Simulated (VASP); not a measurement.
# ZrNb3N in VASP: a series of runs

ZrNb3N is run at these levels: PBE; tasks: single point.

All numbers are computed with VASP 6.6.1; they aren't measurements. Logs are shortened: lines on timing, memory, paths and dates and some standing lists are left out, and cuts for length are marked.

### 1 The cell of the first run

The typed cell holds 10 atoms: a = 3.119 Å, b = 4.312 Å, c = 17.985 Å, α = 90.00°, β = 90.00°, γ = 136.28°.

### 2 Single point, PBE

INCAR reads:

```
SYSTEM = ZrNb3N
ALGO     = Normal         ! electronic algorithm
EDIFF    = 1E-6           ! SCF threshold, eV
ENCUT    = 520            ! plane-wave cutoff, eV
GGA      = PE             ! functional
ISIF     = 2              ! what is computed and relaxed
ISMEAR   = 0              ! smearing method
LASPH    = .True.         ! aspherical terms in the spheres
LCHARG   = .False.        ! write CHGCAR
LREAL    = .False.        ! projectors in reciprocal space
LWAVE    = .False.        ! write WAVECAR
NBANDS   = 67             ! bands
NELM     = 60             ! most SCF steps
PREC     = Accurate       ! precision mode
SIGMA    = 0.2            ! smearing width, eV
```

KPOINTS reads:

```
k-points
0
Gamma
  6 6 1
  0 0 0
```

POSCAR reads:

```
ZrNb3N
1.0
    3.0056073302     -0.8333922969     -0.0033902633
   -2.2065353071      3.7046610131      0.0011793614
    0.0217817766      0.0065299631     17.9846268019
Zr Nb N
2 6 2
Direct
    0.3666343719      0.4333080924      0.2500072679
    1.3665851910      0.4333056454      0.7499999910
   -0.6333632578     -0.0666337751      0.3791262934
    0.3665021752     -0.0667366549      0.8791384378
    0.3666460093     -0.0667210581      0.1208712651
    0.3668177065     -0.0665519218      0.6208559711
    0.3669409392      1.4335062733      0.4999852335
   -0.6335041635     -0.5668162098      0.0000090901
    1.3669207062      0.9334908006      0.4999994870
    0.3664869889     -0.0668178587      1.0000069632
```

Potentials or basis: VASP PAW PBE potentials, release 64 (Zr_sv, Nb_sv, N).

Started as:

```
cat potpaw_PBE.64/Zr_sv/POTCAR potpaw_PBE.64/Nb_sv/POTCAR potpaw_PBE.64/N/POTCAR > POTCAR
mpirun -np 1 vasp_std > vasp.out
```

OUTCAR:

```text
SYSTEM = ZrNb3N
   EDIFF = 1E-6
   ENCUT = 520
   GGA = PE
   ISIF = 2
   ISMEAR = 0
   LASPH = .True.
   LREAL = .False.
   NELM = 60
   PREC = Accurate

 ion  position               nearest neighbor table
   1  0.367  0.433  0.250-   3 3.17   3 3.17   5 3.17   5 3.17   3 3.17   3 3.17   5 3.17   5 3.17

   2  0.367  0.433  0.750-   4 3.17   6 3.17   4 3.17   6 3.17   6 3.17   4 3.17   4 3.17   6 3.17

   3  0.367  0.933  0.379-   9 2.17   1 3.17   1 3.17   1 3.17   1 3.17
   4  0.367  0.933  0.879-  10 2.17   2 3.17   2 3.17   2 3.17   2 3.17
   5  0.367  0.933  0.121-  10 2.17   1 3.17   1 3.17   1 3.17   1 3.17
   6  0.367  0.933  0.621-   9 2.17   2 3.17   2 3.17   2 3.17   2 3.17
   7  0.367  0.434  0.500-   9 2.16   9 2.16   9 2.16   9 2.16
   8  0.366  0.433  0.000-  10 2.16  10 2.16  10 2.16  10 2.16
   9  0.367  0.933  0.500-   7 2.16   7 2.16   7 2.16   7 2.16   6 2.17   3 2.17
  10  0.366  0.933  0.000-   8 2.16   8 2.16   8 2.16   8 2.16   5 2.17   4 2.17

  LATTYP: Found a triclinic cell.
 ALAT       =     2.9803867244
 B/A-ratio  =     1.0465121783
 C/A-ratio  =     6.0343313942
 COS(alpha) =     0.0000168854
 COS(beta)  =     0.0000673074
 COS(gamma) =     0.0009478409

  Lattice vectors:

 A1 = (   0.7990720231,   2.8712687162,  -0.0022109019)
 A2 = (   3.0056073302,  -0.8333922969,  -0.0033902633)
 A3 = (  -0.0217817766,  -0.0065299631, -17.9846268019)

Analysis of symmetry for initial positions (statically):
=====================================================================
 Subroutine PRICEL returns:
 Original cell was already a primitive cell.

 Routine SETGRP: Setting up the symmetry group for a
 triclinic supercell.

 Subroutine GETGRP returns: Found  1 space group operations
 (whereof  1 operations were pure point group operations)
 out of a pool of  2 trial point group operations.

The static configuration has the point symmetry C_1 .

Analysis of symmetry for dynamics (positions and initial velocities):
=====================================================================
 Subroutine PRICEL returns:
 Original cell was already a primitive cell.

 Routine SETGRP: Setting up the symmetry group for a
 triclinic supercell.

 Subroutine GETGRP returns: Found  1 space group operations
 (whereof  1 operations were pure point group operations)
 out of a pool of  2 trial point group operations.

The dynamic configuration has the point symmetry C_1 .

 Subroutine INISYM returns: Found  1 space group operations
 (whereof  1 operations are pure point group operations),
 and found     1 'primitive' translations

----------------------------------------------------------------------------------------

                                     Primitive cell

  volume of cell :     167.1826

  direct lattice vectors                    reciprocal lattice vectors
     3.005607330 -0.833392297 -0.003390263     0.398527915  0.237367625 -0.000568855
    -2.206535307  3.704661013  0.001179361     0.089651831  0.323327881 -0.000225976
     0.021781777  0.006529963 17.984626802     0.000069247  0.000023543  0.055602952

  length of vectors
     3.119011003  4.311996368 17.984641178     0.463862277  0.335527079  0.055603000

  position of ions in fractional coordinates (direct lattice)
     0.366634372  0.433308092  0.250007268
     0.366585191  0.433305645  0.749999991
     0.366636742  0.933366225  0.379126293
     0.366502175  0.933263345  0.879138438
     0.366646009  0.933278942  0.120871265
     0.366817707  0.933448078  0.620855971
     0.366940939  0.433506273  0.499985233
     0.366495837  0.433183790  0.000009090
     0.366920706  0.933490801  0.499999487
     0.366486989  0.933182141  0.000006963

  ion indices of the primitive-cell ions
   primitive index   ion index
                 1           1
                 2           2
                 3           3
                 4           4
                 5           5
                 6           6
                 7           7
                 8           8
                 9           9
                10          10

----------------------------------------------------------------------------------------

 KPOINTS: k-points

Automatic generation of k-mesh.
 Grid dimensions read from file:
 generate k-points for:    6    6    1

 Generating k-lattice:

  Cartesian coordinates                     Fractional coordinates (reciprocal lattice)
     0.066421319  0.039561271 -0.000094809     0.166666667 -0.000000000  0.000000000
     0.014941972  0.053887980 -0.000037663     0.000000000  0.166666667  0.000000000
     0.000069247  0.000023543  0.055602952    -0.000000000  0.000000000  1.000000000

  Length of vectors
     0.077310379  0.055921180  0.055603000

  Shift w.r.t. Gamma in fractional coordinates (k-lattice)
     0.000000000  0.000000000  0.000000000

 Subroutine IBZKPT returns following result:
 ===========================================

 Found     20 irreducible k-points:

 Following reciprocal coordinates:
            Coordinates               Weight
  0.000000  0.000000  0.000000      1.000000
  0.166667  0.000000 -0.000000      2.000000
  0.333333  0.000000 -0.000000      2.000000
  0.500000  0.000000 -0.000000      1.000000
  0.000000  0.166667  0.000000      2.000000
  0.166667  0.166667  0.000000      2.000000
[... 12 lines left out ...]
  0.333333  0.500000 -0.000000      2.000000
  0.500000  0.500000  0.000000      1.000000
   k-points           NKPTS =     20   k-points in BZ     NKDIM =     20   number of bands    NBANDS=     67
   number of dos      NEDOS =    301   number of ions     NIONS =     10
   total plane-waves  NPLWV = 107520
   dimension x,y,z NGX =    24 NGY =   32 NGZ =  140
   dimension x,y,z NGXF=    48 NGYF=   64 NGZF=  280
   ions per type =               2   6   2
   NGX,Y,Z   is equivalent  to a cutoff of  12.79, 12.34, 12.94 a.u.
   NGXF,Y,Z  is equivalent  to a cutoff of  25.58, 24.67, 25.88 a.u.
 SYSTEM =  ZrNb3N
   PREC   = accura    normal or accurate (medium, high low for compatibility)
   ISTART =      0    job   : 0-new  1-cont  2-samecut
   ICHARG =      2    charge: 1-file 2-atom 10-const
   ISPIN  =      1    spin polarized calculation?
   LNONCOLLINEAR =      F non collinear calculations
   LSORBIT =      F    spin-orbit coupling
   LASPH  =      T    aspherical Exc in radial PAW
   ENCUT  =  520.0 eV  38.22 Ry    6.18 a.u.   5.80  8.02 33.44*2*pi/ulx,y,z
   NELM   =     60;   NELMIN=  2; NELMDL= -5     # of ELM steps
   EDIFF  = 0.1E-05   stopping-criterion for ELM
   LREAL  =      F    real-space projection
   EDIFFG = 0.1E-04   stopping-criterion for IOM
   NSW    =      0    number of steps for IOM
   IBRION =     -1    ionic relax: 0-MD 1-quasi-New 2-CG
   NFREE  =      0    steps in history (QN), initial steepest desc. (CG)
   ISIF   =      2    stress and relaxation
   ISYM   =      2    0-nonsym 1-usesym 2-fastsym
   POTIM  = 0.5000    time-step for ionic-motion
   TEBEG  =    0.0;   TEEND  =   0.0 temperature during run
   PSTRESS=    0.0 pullay stress
   NELECT =     112.0000    total number of electrons
   NUPDOWN=      -1.0000    fix difference up-down
   EMIN   =  10.00;   EMAX   =-10.00  energy-range for DOS
   EFERMI =   0.00;   METHOD = LEGACY
   ISMEAR =     0;   SIGMA  =   0.20  broadening in eV -4-tet -1-fermi 0-gaus
   EFERMI_NEDOS =   21; number of points for ismear=-14 and -15
   IALGO  =     38    algorithm
   IMIX   =      4    mixing-type and parameters
     AMIX     =   0.40;   BMIX     =  1.00
     AMIX_MAG =   1.60;   BMIX_MAG =  1.00
  volume/ion in A,a.u.               =      16.72       112.82
  Fermi-wavevector in a.u.,A,eV,Ry     =   1.432464  2.706965 27.918528  2.051954
  Thomas-Fermi vector in A             =   2.552089
   LORBIT       =      0    0 simple, 1 ext, 2 COOP (PROOUT), +10 PAW based schemes
   GGA     = PE    functional components
   LHFCALC =     F    Hartree Fock is set to
   AEXX    =    0.0000 exact exchange contribution
   IVDW    =     0    specifies the selected vdW correction
   LEPSILON=     F    determine dielectric tensor
   LRPA    =     F    only Hartree local field effects (RPA)
 non-spin polarized calculation
 Gauss-broadening in eV      SIGMA  =   0.20
  energy-cutoff  :      520.00
  volume of cell :      167.18
 maximum number of plane-waves:      4540
   NGX = 11   NGY = 17   NGZ = 67

 number of electron     112.0000000 magnetization

 Free energy of the ion-electron system (eV)
  ---------------------------------------------------
  ext. energy  EPLUGINS =         0.00000000
  ---------------------------------------------------
  free energy    TOTEN  =       -98.83642620 eV

  energy without entropy =      -98.60625178  energy(sigma->0) =      -98.72133899

 E-fermi :  10.6415     XC(G=0): -12.1351

 val. band max:       10.6137823524   @ k =   0.5000   0.5000   0.0000
 cond. band min:      10.6514018206   @ k =   0.5000   0.5000   0.0000
 fundamental gap:      0.0376194682
 Fermi energy:        10.6415157219

 k-point     1 :       0.0000    0.0000    0.0000
  band No.  band energies     occupation
      1     -44.7559      2.00000
      2     -44.7555      2.00000
      3     -44.2506      2.00000
      4     -44.2502      2.00000
      5     -44.2404      2.00000
      6     -44.2400      2.00000
[... 59 lines left out ...]
     66      12.4157      0.00000
     67      12.4822      0.00000

 k-point     2 :       0.1667    0.0000   -0.0000
  band No.  band energies     occupation
      1     -44.7214      2.00000
      2     -44.7210      2.00000
      3     -44.2252      2.00000
      4     -44.2248      2.00000
      5     -44.2194      2.00000
      6     -44.2191      2.00000
[... 1249 lines left out ...]
     66      12.1554      0.00000
     67      12.6351      0.00000

 k-point    20 :       0.5000    0.5000    0.0000
  band No.  band energies     occupation
      1     -44.6994      2.00000
      2     -44.6989      2.00000
      3     -44.2131      2.00000
      4     -44.2128      2.00000
      5     -44.2126      2.00000
      6     -44.2123      2.00000
[... 59 lines left out ...]
     66      12.6847      0.00000
     67      12.7900      0.00000

------------------------ aborting loop because EDIFF is reached ----------------------------------------

  FORCE on cell =-STRESS in cart. coord.  units (eV):
  Direction    XX          YY          ZZ          XY          YZ          ZX
  --------------------------------------------------------------------------------------
  -------------------------------------------------------------------------------------
  Total       -0.3557722     -0.2918192     -0.3387408     -0.0257790      0.0013294     -0.0011125
  in kB       -3.4095064     -2.7966192     -3.2462878     -0.2470506      0.0127401     -0.0106613
  external PRESSURE =      -3.1508045 kB  Pullay stress =       0.0000000 kB

 VOLUME and BASIS-vectors are now :
 -----------------------------------------------------------------------------
  energy-cutoff  :      520.00
  volume of cell :      167.18
      direct lattice vectors                 reciprocal lattice vectors
     3.005607330 -0.833392297 -0.003390263     0.398527915  0.237367625 -0.000568855
    -2.206535307  3.704661013  0.001179361     0.089651831  0.323327881 -0.000225976
     0.021781777  0.006529963 17.984626802     0.000069247  0.000023543  0.055602952

 POSITION                                       TOTAL-FORCE (eV/Angst)
 -----------------------------------------------------------------------------------
      0.15129      1.30134      4.49556        -0.000177      0.000125     -0.000851
      0.16204      1.30464     13.48774         0.000188      0.000436      0.000195
     -0.94928      3.15473      6.81830         0.002115      0.000144      0.020610
     -0.93857      3.15772     15.81083         0.000631     -0.000803      0.019952
     -0.95469      3.15271      2.17368        -0.000804     -0.000480     -0.019524
     -0.94365      3.15646     11.16572         0.000336     -0.000190     -0.018434
      0.15722      1.30345      8.99132        -0.002226     -0.000526      0.000059
      0.14571      1.29936     -0.00057        -0.000194      0.000644     -0.000339
     -0.94607      3.15574      8.99216        -0.000252      0.000028     -0.001049
     -0.95758      3.15170     -0.00002         0.000384      0.000622     -0.000619
 -----------------------------------------------------------------------------------
    total drift:                                0.000069     -0.000087      0.000051

  FREE ENERGIE OF THE ION-ELECTRON SYSTEM (eV)
  ---------------------------------------------------
  free  energy   TOTEN  =       -98.8364262050 eV

  energy  without entropy=      -98.6062517770  energy(sigma->0) =      -98.72133899
```

Wall time 5 min (1 thread of AMD EPYC 9R45 (Zen 5), shared host); peak memory 0.37 GiB.

What came out:

```yaml
Free_energy: -98.8364 eV
Pressure: -0.3 GPa
Largest_force: 0.021 eV/Å
Band_gap_on_the_k_mesh: zero (band 56 reaches 11.01 eV, above the bottom of band 57 at 10.48 eV)
```

Forces on the atoms (eV/Å):
```
Zr   0.000  0.000 -0.001
Zr   0.000  0.000  0.000
Nb   0.002  0.000  0.021
Nb   0.001 -0.001  0.020
Nb  -0.001  0.000 -0.020
Nb   0.000  0.000 -0.018
Nb  -0.002 -0.001  0.000
Nb   0.000  0.001  0.000
N    0.000  0.000 -0.001
N    0.000  0.001 -0.001
```

Caveat: the k points lie up to 0.49 Å⁻¹ apart.

### 3 Single point, PBE

This run uses another cell than the first one: it holds 5 atoms, not 10.

INCAR reads:

```
SYSTEM = ZrNb3N
PREC = Accurate
ENCUT = 520
EDIFF = 1E-6
ISMEAR = 0
SIGMA = 0.1
LREAL = .FALSE.
LASPH = .TRUE.
NELM = 60
ALGO = Normal
ISIF = 2
LWAVE = .FALSE.
LCHARG = .FALSE.
GGA = PE
NBANDS = 36
```

KPOINTS reads:

```
regular mesh
0
G
  12 12 4
  0 0 0
```

POSCAR reads:

```
ZrNb3N
1.0
    3.0257992702      0.0000000000      0.0000000000
    0.0000000000      3.1328219771      0.0000000000
    0.0000000000      0.0000000000      8.7836448952
Zr Nb N
1 3 1
Direct
    0.0000000000      0.0000000000      0.5000000000
    0.5000000000      0.5000000000      0.7552878362
    0.5000000000      0.5000000000      0.2447121638
    0.0000000000      0.0000000000      0.0000000000
    0.5000000000      0.5000000000      0.0000000000
```

Potentials or basis: VASP PAW PBE potentials, release 64 (Zr_sv, Nb_sv, N).

Started as:

```
cat potpaw_PBE.64/Zr_sv/POTCAR potpaw_PBE.64/Nb_sv/POTCAR potpaw_PBE.64/N/POTCAR > POTCAR
mpirun -np 1 vasp_std > vasp.out
```

OUTCAR:

```text
SYSTEM = ZrNb3N
   PREC = Accurate
   ENCUT = 520
   EDIFF = 1E-6
   ISMEAR = 0
   LREAL = .FALSE.
   LASPH = .TRUE.
   NELM = 60
   ISIF = 2
   GGA = PE

 ion  position               nearest neighbor table
   1  0.000  0.000  0.500-   2 3.13   3 3.13   2 3.13   3 3.13   2 3.13   3 3.13   2 3.13   3 3.13

   2  0.500  0.500  0.755-   5 2.15   1 3.13   1 3.13   1 3.13   1 3.13
   3  0.500  0.500  0.245-   5 2.15   1 3.13   1 3.13   1 3.13   1 3.13
   4  0.000  0.000  0.000-   5 2.18   5 2.18   5 2.18   5 2.18
   5  0.500  0.500  0.000-   2 2.15   3 2.15   4 2.18   4 2.18   4 2.18   4 2.18

  LATTYP: Found a simple orthorhombic cell.
 ALAT       =     3.0257992702
 B/A-ratio  =     1.0353700617
 C/A-ratio  =     2.9029172496

  Lattice vectors:

 A1 = (   3.0257992702,   0.0000000000,   0.0000000000)
 A2 = (   0.0000000000,   3.1328219771,   0.0000000000)
 A3 = (   0.0000000000,   0.0000000000,   8.7836448952)

Analysis of symmetry for initial positions (statically):
=====================================================================
 Subroutine PRICEL returns:
 Original cell was already a primitive cell.
[... 172 lines left out ...]
  ---------------------------------------------------
  free energy    TOTEN  =       -49.37902253 eV

  energy without entropy =      -49.35018896  energy(sigma->0) =      -49.36460574

 E-fermi :  10.6752     XC(G=0): -12.1596

 val. band max:       10.6671413182   @ k =   0.3333   0.0833   0.0000
 cond. band min:      10.6795737739   @ k =   0.0833   0.4167   0.5000
 fundamental gap:      0.0124324557
 Fermi energy:        10.6751564130

 k-point     1 :       0.0000    0.0000    0.0000
  band No.  band energies     occupation
      1     -44.6956      2.00000
      2     -44.1788      2.00000
      3     -44.1692      2.00000
      4     -37.7120      2.00000
      5     -20.7967      2.00000
      6     -20.7327      2.00000
[... 925 lines left out ...]
     35      12.8365      0.00000
     36      13.4235      0.00000

 [... further k-points ...]
[... 5 lines left out ...]
  --------------------------------------------------------------------------------------
  -------------------------------------------------------------------------------------
  Total       -0.1106340     -0.1651590     -0.1594612      0.0000000      0.0000000      0.0000000
  in kB       -2.1288677     -3.1780601     -3.0684224      0.0000000      0.0000000      0.0000000
  external PRESSURE =      -2.7917834 kB  Pullay stress =       0.0000000 kB

 VOLUME and BASIS-vectors are now :
 -----------------------------------------------------------------------------
  energy-cutoff  :      520.00
  volume of cell :       83.26
      direct lattice vectors                 reciprocal lattice vectors
     3.025799270  0.000000000  0.000000000     0.330491190  0.000000000  0.000000000
     0.000000000  3.132821977  0.000000000     0.000000000  0.319201029  0.000000000
     0.000000000  0.000000000  8.783644895     0.000000000  0.000000000  0.113847954

 POSITION                                       TOTAL-FORCE (eV/Angst)
 -----------------------------------------------------------------------------------
      0.00000      0.00000      4.39182         0.000000      0.000000      0.000000
      1.51290      1.56641      6.63418         0.000000      0.000000      0.012148
      1.51290      1.56641      2.14946         0.000000     -0.000000     -0.012148
      0.00000      0.00000      0.00000         0.000000      0.000000      0.000000
      1.51290      1.56641      0.00000         0.000000      0.000000      0.000000
 -----------------------------------------------------------------------------------
    total drift:                                0.000000     -0.000000      0.000000

  FREE ENERGIE OF THE ION-ELECTRON SYSTEM (eV)
  ---------------------------------------------------
  free  energy   TOTEN  =       -49.3790225332 eV

  energy  without entropy=      -49.3501889554  energy(sigma->0) =      -49.36460574
```

Run time: 4.7 min. Hardware: 1 thread of AMD EPYC 9R45 (Zen 5), shared host; peak memory 0.44 GiB.

Results:

```yaml
Free_energy: -49.3790 eV
Pressure: -0.3 GPa
Largest_force: 0.012 eV/Å
Band_gap_on_the_k_mesh: zero (band 28 reaches 11.76 eV, above the bottom of band 29 at 10.42 eV)
```

Forces on the atoms (eV/Å):
```
Zr   0.000  0.000  0.000
Nb   0.000  0.000  0.012
Nb   0.000  0.000 -0.012
Nb   0.000  0.000  0.000
N    0.000  0.000  0.000
```

Levels at points of the mesh, in eV from the Fermi level:
```
           k point  band 26  band 27  band 28  band 29  band 30  band 31
(0.00, 0.00, 0.00)    -1.75    -0.45     0.02     0.16     0.66     1.31
(0.50, 0.00, 0.00)    -0.74    -0.31     0.10     0.53     0.93     1.04
(0.00, 0.50, 0.00)    -0.70    -0.13     0.13     0.23     0.87     1.41
(0.50, 0.50, 0.00)    -1.09    -0.85     0.07     0.26     1.92     3.49
(0.00, 0.00, 0.50)    -0.97    -0.31    -0.14     0.13     1.12     1.22
(0.50, 0.00, 0.50)    -0.09    -0.08     0.06     0.18     0.43     0.49
(0.00, 0.50, 0.50)    -0.26    -0.03    -0.01     0.13     0.29     0.98
(0.50, 0.50, 0.50)    -1.63    -1.56     1.08     1.11     2.34     2.62
```
